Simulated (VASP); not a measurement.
# GdN in VASP: notebook, part 2 of 2

VASP 6.6.1. Earlier steps stand in the parts before.

## Step 3: Single point, PBE, collinear spin, ferromagnetic start

The input, INCAR:

```
SYSTEM = GdN
PREC = Accurate ; ENCUT = 520
EDIFF = 1E-7 ; ISMEAR = 0
SIGMA = 0.1 ; LREAL = .False.
LASPH = .True. ; NELM = 150
ALGO = Normal ; ISIF = 2
LWAVE = .False. ; LCHARG = .True.
ISPIN = 2 ; MAGMOM = 7.55 0
LORBIT = 11 ; LMAXMIX = 6
GGA = PE ; LELF = .True.
LVHAR = .True. ; NBANDS = 22
```

The input, KPOINTS:

```
regular mesh
0
Gamma
  18 18 18
  0 0 0
```

The input, POSCAR:

```
GdN
1.0
    3.0331773958      0.0000000000      0.0000000000
    0.0000000000      3.0331773958      0.0000000000
    0.0000000000      0.0000000000      3.0331773958
Gd N
1 1
Direct
    0.0000000000      0.0000000000      0.0000000000
    0.5000000000      0.5000000000      0.5000000000
```

Potentials or basis: VASP PAW PBE potentials, release 64 (Gd, N).

On the command line:

```
$ cat potpaw_PBE.64/Gd/POTCAR potpaw_PBE.64/N/POTCAR > POTCAR
$ mpirun -np 1 vasp_std > vasp.out
```

OUTCAR:

```text
SYSTEM = GdN
   PREC = Accurate
   ENCUT = 520
   EDIFF = 1E-7
   ISMEAR = 0
   LREAL = .False.
   LASPH = .True.
   NELM = 150
   ISIF = 2
   ISPIN = 2
   LORBIT = 11
   GGA = PE

 ion  position               nearest neighbor table
   1  0.000  0.000  0.000-   2 2.63   2 2.63   2 2.63   2 2.63   2 2.63   2 2.63   2 2.63   2 2.63

   2  0.500  0.500  0.500-   1 2.63   1 2.63   1 2.63   1 2.63   1 2.63   1 2.63   1 2.63   1 2.63

  LATTYP: Found a simple cubic cell.
 ALAT       =     3.0331773958

  Lattice vectors:

 A1 = (   3.0331773958,   0.0000000000,   0.0000000000)
 A2 = (   0.0000000000,   3.0331773958,   0.0000000000)
 A3 = (   0.0000000000,   0.0000000000,   3.0331773958)

Analysis of symmetry for initial positions (statically):
=====================================================================
 Subroutine PRICEL returns:
 Original cell was already a primitive cell.

 Routine SETGRP: Setting up the symmetry group for a
 simple cubic supercell.

 Subroutine GETGRP returns: Found 48 space group operations
 (whereof 48 operations were pure point group operations)
 out of a pool of 48 trial point group operations.

The static configuration has the point symmetry O_h .

Analysis of symmetry for dynamics (positions and initial velocities):
=====================================================================
 Subroutine PRICEL returns:
 Original cell was already a primitive cell.

 Routine SETGRP: Setting up the symmetry group for a
 simple cubic supercell.

 Subroutine GETGRP returns: Found 48 space group operations
 (whereof 48 operations were pure point group operations)
 out of a pool of 48 trial point group operations.

The dynamic configuration has the point symmetry O_h .

Analysis of structural, dynamic, and magnetic symmetry:
=====================================================================
 Subroutine PRICEL returns:
 Original cell was already a primitive cell.

 Routine SETGRP: Setting up the symmetry group for a
 simple cubic supercell.

 Subroutine GETGRP returns: Found 48 space group operations
 (whereof 48 operations were pure point group operations)
 out of a pool of 48 trial point group operations.

The overall configuration has the point symmetry O_h .

 Subroutine INISYM returns: Found 48 space group operations
 (whereof 48 operations are pure point group operations),
 and found     1 'primitive' translations

----------------------------------------------------------------------------------------

                                     Primitive cell

  volume of cell :      27.9057

  direct lattice vectors                    reciprocal lattice vectors
     3.033177396  0.000000000  0.000000000     0.329687278  0.000000000  0.000000000
     0.000000000  3.033177396  0.000000000     0.000000000  0.329687278  0.000000000
     0.000000000  0.000000000  3.033177396     0.000000000  0.000000000  0.329687278

  length of vectors
     3.033177396  3.033177396  3.033177396     0.329687278  0.329687278  0.329687278

  position of ions in fractional coordinates (direct lattice)
[... 71 lines left out ...]
   ISTART =      0    job   : 0-new  1-cont  2-samecut
   ICHARG =      2    charge: 1-file 2-atom 10-const
   ISPIN  =      2    spin polarized calculation?
   LNONCOLLINEAR =      F non collinear calculations
   LSORBIT =      F    spin-orbit coupling
   LASPH  =      T    aspherical Exc in radial PAW
   ENCUT  =  520.0 eV  38.22 Ry    6.18 a.u.   5.64  5.64  5.64*2*pi/ulx,y,z
   NELM   =    150;   NELMIN=  2; NELMDL= -5     # of ELM steps
   EDIFF  = 0.1E-06   stopping-criterion for ELM
   LREAL  =      F    real-space projection
   EDIFFG = 0.1E-05   stopping-criterion for IOM
   NSW    =      0    number of steps for IOM
   IBRION =     -1    ionic relax: 0-MD 1-quasi-New 2-CG
   NFREE  =      0    steps in history (QN), initial steepest desc. (CG)
   ISIF   =      2    stress and relaxation
   ISYM   =      2    0-nonsym 1-usesym 2-fastsym
   POTIM  = 0.5000    time-step for ionic-motion
   TEBEG  =    0.0;   TEEND  =   0.0 temperature during run
   PSTRESS=    0.0 pullay stress
   NELECT =      23.0000    total number of electrons
   NUPDOWN=      -1.0000    fix difference up-down
   EMIN   =  10.00;   EMAX   =-10.00  energy-range for DOS
   EFERMI =   0.00;   METHOD = LEGACY
   ISMEAR =     0;   SIGMA  =   0.10  broadening in eV -4-tet -1-fermi 0-gaus
   EFERMI_NEDOS =   21; number of points for ismear=-14 and -15
   IALGO  =     38    algorithm
   IMIX   =      4    mixing-type and parameters
     AMIX     =   0.40;   BMIX     =  1.00
     AMIX_MAG =   1.60;   BMIX_MAG =  1.00
  volume/ion in A,a.u.               =      13.95        94.16
  Fermi-wavevector in a.u.,A,eV,Ry     =   1.534922  2.900582 32.055128  2.355985
  Thomas-Fermi vector in A             =   2.641782
   LORBIT       =     11    0 simple, 1 ext, 2 COOP (PROOUT), +10 PAW based schemes
   GGA     = PE    functional components
   LHFCALC =     F    Hartree Fock is set to
   AEXX    =    0.0000 exact exchange contribution
   IVDW    =     0    specifies the selected vdW correction
   LEPSILON=     F    determine dielectric tensor
   LRPA    =     F    only Hartree local field effects (RPA)
 spin polarized calculation
 Gauss-broadening in eV      SIGMA  =   0.10
  energy-cutoff  :      520.00
  volume of cell :       27.91
 maximum number of plane-waves:       768
 NGX is ok and might be reduce to    24
   NGX = 11   NGY = 11   NGZ = 11

 number of electron      22.9999998 magnetization       6.9952007

 Free energy of the ion-electron system (eV)
  ---------------------------------------------------
  ext. energy  EPLUGINS =         0.00000000
  ---------------------------------------------------
  free energy    TOTEN  =       -21.57910344 eV

  energy without entropy =      -21.57729661  energy(sigma->0) =      -21.57820003

 E-fermi :   5.0865     XC(G=0): -12.2660

 val. band max:        5.0734915931   @ k =   0.1111   0.0000   0.0000
 cond. band min:       5.0915770325   @ k =   0.4444   0.0000   0.0000
 fundamental gap:      0.0180854393
 Fermi energy:         5.0865117491

 spin component 1

 k-point     1 :       0.0000    0.0000    0.0000
  band No.  band energies     occupation
      1     -39.6392      1.00000
      2     -16.2717      1.00000
      3     -16.2717      1.00000
      4     -16.2717      1.00000
      5      -8.5274      1.00000
      6       1.0890      1.00000
[... 589 lines left out ...]
     21      13.8875      0.00000
     22      17.5792      0.00000

 [... further k-points ...]

 spin component 2

 k-point     1 :       0.0000    0.0000    0.0000
  band No.  band energies     occupation
      1     -36.5733      1.00000
      2     -14.0098      1.00000
      3     -14.0098      1.00000
      4     -14.0098      1.00000
      5      -8.4546      1.00000
      6       4.6921      1.00000
[... 589 lines left out ...]
     21      14.7741      0.00000
     22      18.2285      0.00000

 [... further k-points ...]

------------------------ aborting loop because EDIFF is reached ----------------------------------------

  FORCE on cell =-STRESS in cart. coord.  units (eV):
  Direction    XX          YY          ZZ          XY          YZ          ZX
  --------------------------------------------------------------------------------------
  -------------------------------------------------------------------------------------
  Total        0.0345175      0.0345175      0.0345175      0.0000000      0.0000000      0.0000000
  in kB        1.9817842      1.9817842      1.9817842      0.0000000      0.0000000      0.0000000
  external PRESSURE =       1.9817842 kB  Pullay stress =       0.0000000 kB

 VOLUME and BASIS-vectors are now :
 -----------------------------------------------------------------------------
  energy-cutoff  :      520.00
  volume of cell :       27.91
      direct lattice vectors                 reciprocal lattice vectors
     3.033177396  0.000000000  0.000000000     0.329687278  0.000000000  0.000000000
     0.000000000  3.033177396  0.000000000     0.000000000  0.329687278  0.000000000
     0.000000000  0.000000000  3.033177396     0.000000000  0.000000000  0.329687278

 POSITION                                       TOTAL-FORCE (eV/Angst)
 -----------------------------------------------------------------------------------
      0.00000      0.00000      0.00000         0.000000      0.000000      0.000000
      1.51659      1.51659      1.51659         0.000000      0.000000      0.000000
 -----------------------------------------------------------------------------------
    total drift:                                0.000000      0.000000     -0.000000

  FREE ENERGIE OF THE ION-ELECTRON SYSTEM (eV)
  ---------------------------------------------------
  free  energy   TOTEN  =       -21.5791034433 eV

  energy  without entropy=      -21.5772966144  energy(sigma->0) =      -21.57820003

 total charge

# of ion       s       p       d       f       tot
--------------------------------------------------
    1        2.038   5.631   0.553   7.065  15.286
    2        1.246   2.358   0.000   0.000   3.604
--------------------------------------------------
tot          3.283   7.989   0.553   7.065  18.890

 magnetization (x)

# of ion       s       p       d       f       tot
--------------------------------------------------
    1       -0.001  -0.074   0.105   6.745   6.774
    2       -0.000  -0.036   0.000   0.000  -0.037
--------------------------------------------------
tot         -0.001  -0.111   0.105   6.745   6.738
```

OSZICAR:

```text
N       E                     dE             d eps       ncg     rms          rms(c)
DAV:   1     0.126394049140E+03    0.12639E+03   -0.81706E+03 26926   0.549E+03
DAV:   2    -0.451629267077E+01   -0.13091E+03   -0.11296E+03 26608   0.446E+02
[... 29 lines left out ...]
DAV:  32    -0.215791156572E+02    0.53669E-04   -0.61674E-05 26190   0.491E-01    0.953E-01
DAV:  33    -0.215791349737E+02   -0.19316E-04   -0.24548E-05 33858   0.229E-01    0.488E-01
DAV:  34    -0.215791017079E+02    0.33266E-04   -0.11782E-04 23818   0.661E-01    0.762E-02
DAV:  35    -0.215791036285E+02   -0.19206E-05   -0.15394E-05 34636   0.112E-01    0.346E-02
DAV:  36    -0.215791034888E+02    0.13971E-06   -0.31941E-06 35158   0.299E-02    0.290E-02
DAV:  37    -0.215791034433E+02    0.45527E-07   -0.13010E-07 20234   0.380E-03
   1 F= -.21579103E+02 E0= -.21578200E+02  d E =-.180683E-02  mag=     6.9950
```

stdout:

```text
POSCAR found type information on POSCAR GdN
 POSCAR found :  2 types and       2 ions
 scaLAPACK will be used
 LDA part: xc-table for (Slater+PW92), standard interpolation
 POSCAR, INCAR and KPOINTS ok, starting setup
 FFT: planning ... GRIDC
 FFT: planning ... GRID_SOFT
 FFT: planning ... GRID
 WAVECAR not read
 entering main loop
```

It took 15 min on 1 thread of Intel Xeon 8259CL, shared host; peak memory 0.35 GiB.

What came out:

```yaml
Free_energy: -21.5791 eV
Pressure: 0.2 GPa
Band_gap_on_the_k_mesh: zero (filled and empty bands overlap)
Net_moment: 7.00 μB per cell
Site_moments: Gd +6.77; N -0.04 μB
Valence_electrons_inside_the_program's_atomic_spheres: Gd 15.29; N 3.60
```

Levels at points of the mesh, in eV from the Fermi level:
Spin up:
```
           k point  band 12  band 13  band 14  band 15  band 16  band 17  band 18  band 19
(0.00, 0.00, 0.00)    -3.76    -1.05    -1.05     0.25     0.25     0.25     4.30     7.29
(0.50, 0.00, 0.00)    -3.76    -3.76    -1.35    -1.35     0.04     6.10     7.46     7.46
(0.50, 0.50, 0.00)    -3.75    -1.69    -1.69     0.42     0.58     2.86     4.13     4.13
(0.50, 0.50, 0.50)    -3.81    -3.81    -3.81    -3.67     7.79     7.79     7.79    10.32
```
Spin down:
| k point | band 5 | band 6 | band 7 | band 8 | band 9 | band 10 | band 11 | band 12 |
| --- | --- | --- | --- | --- | --- | --- | --- | --- |
| (0.00, 0.00, 0.00) | -13.54 | -0.39 | -0.39 | -0.39 | -0.11 | -0.11 | 1.30 | 1.30 |
| (0.50, 0.00, 0.00) | -11.60 | -4.61 | -1.20 | -1.20 | 0.98 | 1.12 | 1.14 | 1.35 |
| (0.50, 0.50, 0.00) | -12.69 | -1.93 | -1.93 | -0.51 | 1.27 | 1.27 | 1.47 | 1.61 |
| (0.50, 0.50, 0.50) | -11.69 | -4.64 | -4.64 | -4.64 | 1.30 | 1.30 | 1.30 | 1.58 |

Caveat: spin-orbit coupling is left out, which moves the levels of the heavy elements; a cell with one magnetic atom can't hold antiferromagnetic order, which such compounds often take; semilocal functionals describe open f shells poorly, which spoils levels, moments and volumes. The state reached can hang on the start; a lower one may exist.
